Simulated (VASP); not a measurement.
# As in VASP: single point with PBE

Aim: the single point of As with PBE.

Everything below comes from runs of VASP 6.6.1. Logs are shortened: lines on timing, memory, paths and dates and some standing lists are left out, and cuts for length are marked.

### 1 The cell of the first run

The cell holds a slab with vacuum, 2 atoms: a = 3.619 Å, b = 3.619 Å, c = 22.500 Å, α = 90.00°, β = 90.00°, γ = 120.00°.

### 2 Single point, PBE

File INCAR:

```
SYSTEM = As
PREC = Accurate
ENCUT = 400
EDIFF = 1E-6
ISMEAR = 0
SIGMA = 0.04
LREAL = .FALSE.
LASPH = .TRUE.
NELM = 120
ALGO = Normal
ISIF = 2
LWAVE = .FALSE.
LCHARG = .TRUE.
LDIPOL = .TRUE.
IDIPOL = 3
DIPOL = 0.5 0.5 0.631
GGA = PE
LELF = .TRUE.
LVHAR = .TRUE.
LVACPOTAV = .TRUE.
NBANDS = 22
GGA_COMPAT = .FALSE.
NELMDL = -8
```

File KPOINTS:

```
Automatic mesh
0
G
  12 12 1
  0 0 0
```

File POSCAR:

```
As
1.0
    3.6188152177      0.0000000000      0.0000000000
   -1.8094076088      3.1339859101      0.0000000000
    0.0000000000      0.0000000000     22.5000000000
As
2
Direct
    0.3333333333      0.6666666667      0.6010943991
    0.0000000000      0.0000000000      0.6613277864
```

Potentials or basis: VASP PAW PBE potentials, release 64 (As_d).

Run with:

```bash
$ cat potpaw_PBE.64/As_d/POTCAR > POTCAR
$ mpirun -np 1 vasp_std > vasp.out
```

OUTCAR:

```text
SYSTEM = As
   PREC = Accurate
   ENCUT = 400
   EDIFF = 1E-6
   ISMEAR = 0
   LREAL = .FALSE.
   LASPH = .TRUE.
   NELM = 120
   ISIF = 2
   GGA = PE
   NELMDL = -8

 ion  position               nearest neighbor table
   1  0.333  0.667  0.601-   2 2.49   2 2.49   2 2.49
   2  0.000  0.000  0.661-   1 2.49   1 2.49   1 2.49

  LATTYP: Found a hexagonal cell.
 ALAT       =     3.6188152177
 C/A-ratio  =     6.2175045274

  Lattice vectors:

 A1 = (   3.6188152177,   0.0000000000,   0.0000000000)
 A2 = (  -1.8094076088,   3.1339859101,   0.0000000000)
 A3 = (   0.0000000000,   0.0000000000,  22.5000000000)

Analysis of symmetry for initial positions (statically):
=====================================================================
 Subroutine PRICEL returns:
 Original cell was already a primitive cell.

 Routine SETGRP: Setting up the symmetry group for a
 hexagonal supercell.

 Subroutine GETGRP returns: Found 12 space group operations
 (whereof  6 operations were pure point group operations)
 out of a pool of 24 trial point group operations.

The static configuration has the point symmetry C_3v.
 The point group associated with its full space group is D_3d.

Analysis of symmetry for dynamics (positions and initial velocities):
=====================================================================
 Subroutine PRICEL returns:
 Original cell was already a primitive cell.

 Routine SETGRP: Setting up the symmetry group for a
 hexagonal supercell.

 Subroutine GETGRP returns: Found 12 space group operations
 (whereof  6 operations were pure point group operations)
 out of a pool of 24 trial point group operations.

The dynamic configuration has the point symmetry C_3v.
 The point group associated with its full space group is D_3d.

 Subroutine INISYM returns: Found 12 space group operations
 (whereof  6 operations are pure point group operations),
 and found     1 'primitive' translations

----------------------------------------------------------------------------------------

                                     Primitive cell

  volume of cell :     255.1796

  direct lattice vectors                    reciprocal lattice vectors
     3.618815218  0.000000000  0.000000000     0.276333535  0.159541241  0.000000000
    -1.809407609  3.133985910  0.000000000     0.000000000  0.319082481  0.000000000
     0.000000000  0.000000000 22.500000000     0.000000000  0.000000000  0.044444444

  length of vectors
     3.618815218  3.618815218 22.500000000     0.319082481  0.319082481  0.044444444

  position of ions in fractional coordinates (direct lattice)
     0.333333333  0.666666667  0.601094399
     0.000000000  0.000000000  0.661327786

  ion indices of the primitive-cell ions
   primitive index   ion index
                 1           1
                 2           2

----------------------------------------------------------------------------------------

 KPOINTS: Automatic mesh

Automatic generation of k-mesh.
 Grid dimensions read from file:
 generate k-points for:   12   12    1

 Generating k-lattice:

  Cartesian coordinates                     Fractional coordinates (reciprocal lattice)
     0.023027795  0.013295103  0.000000000     0.083333333 -0.000000000  0.000000000
     0.000000000  0.026590207  0.000000000     0.000000000  0.083333333  0.000000000
     0.000000000  0.000000000  0.044444444     0.000000000  0.000000000  1.000000000

  Length of vectors
     0.026590207  0.026590207  0.044444444

  Shift w.r.t. Gamma in fractional coordinates (k-lattice)
     0.000000000  0.000000000  0.000000000

 Subroutine IBZKPT returns following result:
 ===========================================

 Found     19 irreducible k-points:

 Following reciprocal coordinates:
            Coordinates               Weight
  0.000000  0.000000  0.000000      1.000000
  0.083333 -0.000000  0.000000      6.000000
  0.166667 -0.000000  0.000000      6.000000
  0.250000 -0.000000  0.000000      6.000000
  0.333333  0.000000  0.000000      6.000000
  0.416667 -0.000000  0.000000      6.000000
[... 11 lines left out ...]
  0.333333  0.250000  0.000000     12.000000
  0.333333  0.333333  0.000000      2.000000
   k-points           NKPTS =     19   k-points in BZ     NKDIM =     19   number of bands    NBANDS=     22
   number of dos      NEDOS =    301   number of ions     NIONS =      2
   total plane-waves  NPLWV =  86400
   dimension x,y,z NGX =    24 NGY =   24 NGZ =  150
   dimension x,y,z NGXF=    48 NGYF=   48 NGZF=  300
   ions per type =               2
   NGX,Y,Z   is equivalent  to a cutoff of  11.03, 11.03, 11.08 a.u.
   NGXF,Y,Z  is equivalent  to a cutoff of  22.05, 22.05, 22.17 a.u.
 SYSTEM =  As
   PREC   = accura    normal or accurate (medium, high low for compatibility)
   ISTART =      0    job   : 0-new  1-cont  2-samecut
   ICHARG =      2    charge: 1-file 2-atom 10-const
   ISPIN  =      1    spin polarized calculation?
   LNONCOLLINEAR =      F non collinear calculations
   LSORBIT =      F    spin-orbit coupling
   LASPH  =      T    aspherical Exc in radial PAW
   ENCUT  =  400.0 eV  29.40 Ry    5.42 a.u.   5.90  5.90 36.69*2*pi/ulx,y,z
   NELM   =    120;   NELMIN=  2; NELMDL= -8     # of ELM steps
   EDIFF  = 0.1E-05   stopping-criterion for ELM
   LREAL  =      F    real-space projection
   EDIFFG = 0.1E-04   stopping-criterion for IOM
   NSW    =      0    number of steps for IOM
   IBRION =     -1    ionic relax: 0-MD 1-quasi-New 2-CG
   NFREE  =      0    steps in history (QN), initial steepest desc. (CG)
   ISIF   =      2    stress and relaxation
   ISYM   =      2    0-nonsym 1-usesym 2-fastsym
   POTIM  = 0.5000    time-step for ionic-motion
   TEBEG  =    0.0;   TEEND  =   0.0 temperature during run
   PSTRESS=    0.0 pullay stress
   NELECT =      30.0000    total number of electrons
   NUPDOWN=      -1.0000    fix difference up-down
   EMIN   =  10.00;   EMAX   =-10.00  energy-range for DOS
   EFERMI =   0.00;   METHOD = LEGACY
   ISMEAR =     0;   SIGMA  =   0.04  broadening in eV -4-tet -1-fermi 0-gaus
   EFERMI_NEDOS =   21; number of points for ismear=-14 and -15
   IALGO  =     38    algorithm
   IMIX   =      4    mixing-type and parameters
     AMIX     =   0.40;   BMIX     =  1.00
     AMIX_MAG =   1.60;   BMIX_MAG =  1.00
  volume/ion in A,a.u.               =     127.59       861.02
  Fermi-wavevector in a.u.,A,eV,Ry     =   0.801986  1.515533  8.751008  0.643181
  Thomas-Fermi vector in A             =   1.909577
   LORBIT       =      0    0 simple, 1 ext, 2 COOP (PROOUT), +10 PAW based schemes
   GGA     = PE    functional components
   LHFCALC =     F    Hartree Fock is set to
   AEXX    =    0.0000 exact exchange contribution
   IVDW    =     0    specifies the selected vdW correction
   LEPSILON=     F    determine dielectric tensor
   LRPA    =     F    only Hartree local field effects (RPA)
 non-spin polarized calculation
 Gauss-broadening in eV      SIGMA  =   0.04
  energy-cutoff  :      400.00
  volume of cell :      255.18
 maximum number of plane-waves:      4672
 NGX is ok and might be reduce to    24
   NGX = 11   NGY = 11   NGZ = 73

 dipolmoment           0.000000      0.000000     -0.000000 electrons x Angstroem

 number of electron      30.0000016 magnetization

 dipolmoment           0.000000      0.000000      0.000001 electrons x Angstroem

 Free energy of the ion-electron system (eV)
  ---------------------------------------------------
  ext. energy  EPLUGINS =         0.00000000
  ---------------------------------------------------
  free energy    TOTEN  =        -9.35114175 eV

  energy without entropy =       -9.35114175  energy(sigma->0) =       -9.35114175

 E-fermi :  -3.9599     XC(G=0):  -2.4370

 val. band max:       -4.2102739944   @ k =   0.0000   0.0000   0.0000
 cond. band min:      -2.4100089826   @ k =   0.3333   0.0000   0.0000
 fundamental gap:      1.8002650117
 Fermi energy:        -3.9598875309

 k-point     1 :       0.0000    0.0000    0.0000
  band No.  band energies     occupation
      1     -39.1758      2.00000
      2     -39.1758      2.00000
      3     -39.1359      2.00000
      4     -39.1359      2.00000
      5     -39.0785      2.00000
      6     -39.0576      2.00000
[... 14 lines left out ...]
     21       1.6905      0.00000
     22       2.1120      0.00000

 k-point     2 :       0.0833   -0.0000    0.0000
  band No.  band energies     occupation
      1     -39.1757      2.00000
      2     -39.1738      2.00000
      3     -39.1352      2.00000
      4     -39.1341      2.00000
      5     -39.0787      2.00000
      6     -39.0586      2.00000
[... 14 lines left out ...]
     21       1.7952      0.00000
     22       2.2204      0.00000

 k-point     3 :       0.1667   -0.0000    0.0000
  band No.  band energies     occupation
      1     -39.1754      2.00000
      2     -39.1683      2.00000
      3     -39.1332      2.00000
      4     -39.1293      2.00000
      5     -39.0790      2.00000
      6     -39.0619      2.00000
[... 14 lines left out ...]
     21       2.0983      0.00000
     22       2.5318      0.00000

 k-point     4 :       0.2500   -0.0000    0.0000
  band No.  band energies     occupation
      1     -39.1749      2.00000
      2     -39.1605      2.00000
      3     -39.1293      2.00000
      4     -39.1221      2.00000
      5     -39.0796      2.00000
      6     -39.0671      2.00000
[... 14 lines left out ...]
     21       2.6065      0.00000
     22       3.0080      0.00000

 k-point     5 :       0.3333    0.0000    0.0000
  band No.  band energies     occupation
      1     -39.1743      2.00000
      2     -39.1530      2.00000
      3     -39.1221      2.00000
      4     -39.1134      2.00000
      5     -39.0810      2.00000
      6     -39.0739      2.00000
[... 292 lines left out ...]
 k-point    17 :       0.2500    0.2500    0.0000
  band No.  band energies     occupation
      1     -39.1756      2.00000
      2     -39.1352      2.00000
      3     -39.1203      2.00000
      4     -39.0999      2.00000
      5     -39.0884      2.00000
      6     -39.0800      2.00000
[... 14 lines left out ...]
     21       4.0914      0.00000
     22       4.4058      0.00000

 k-point    18 :       0.3333    0.2500    0.0000
  band No.  band energies     occupation
      1     -39.1757      2.00000
      2     -39.1289      2.00000
      3     -39.1148      2.00000
      4     -39.0980      2.00000
      5     -39.0899      2.00000
      6     -39.0821      2.00000
[... 14 lines left out ...]
     21       4.5581      0.00000
     22       4.9524      0.00000

 k-point    19 :       0.3333    0.3333    0.0000
  band No.  band energies     occupation
      1     -39.1759      2.00000
      2     -39.1193      2.00000
      3     -39.1193      2.00000
      4     -39.1023      2.00000
      5     -39.0837      2.00000
      6     -39.0793      2.00000
[... 14 lines left out ...]
     21       4.7829      0.00000
     22       5.6021      0.00000

------------------------ aborting loop because EDIFF is reached ----------------------------------------

  FORCE on cell =-STRESS in cart. coord.  units (eV):
  Direction    XX          YY          ZZ          XY          YZ          ZX
  --------------------------------------------------------------------------------------
  -------------------------------------------------------------------------------------
  Total       -0.0126675     -0.0126675      0.5180834     -0.0000000      0.0000000     -0.0000000
  in kB       -0.0795344     -0.0795344      3.2528522     -0.0000000      0.0000000     -0.0000000
  external PRESSURE =       1.0312611 kB  Pullay stress =       0.0000000 kB

 VOLUME and BASIS-vectors are now :
 -----------------------------------------------------------------------------
  energy-cutoff  :      400.00
  volume of cell :      255.18
      direct lattice vectors                 reciprocal lattice vectors
     3.618815218  0.000000000  0.000000000     0.276333535  0.159541241  0.000000000
    -1.809407609  3.133985910  0.000000000     0.000000000  0.319082481  0.000000000
     0.000000000  0.000000000 22.500000000     0.000000000  0.000000000  0.044444444

 POSITION                                       TOTAL-FORCE (eV/Angst)
 -----------------------------------------------------------------------------------
     -0.00000      2.08932     13.52462        -0.000000     -0.000000     -0.435778
      0.00000      0.00000     14.87988         0.000000      0.000000      0.435778
 -----------------------------------------------------------------------------------
    total drift:                                0.000001      0.000000      0.000154

  FREE ENERGIE OF THE ION-ELECTRON SYSTEM (eV)
  ---------------------------------------------------
  free  energy   TOTEN  =        -9.3511417541 eV

  energy  without entropy=       -9.3511417541  energy(sigma->0) =       -9.35114175

 vacuum level on the upper side and lower side of the slab         1.388         1.388
```

Wall time 2.9 min (1 thread of AMD EPYC 7R43 (Zen 3), shared host); peak memory 0.25 GiB.

What came out:

```yaml
Free_energy: -9.3511 eV
Largest_force: 0.436 eV/Å
Band_gap_on_the_k_mesh: 1.80 eV (least direct gap 1.96 eV)
```

Forces on the atoms (eV/Å):
```
As   0.000  0.000 -0.436
As   0.000  0.000  0.436
```
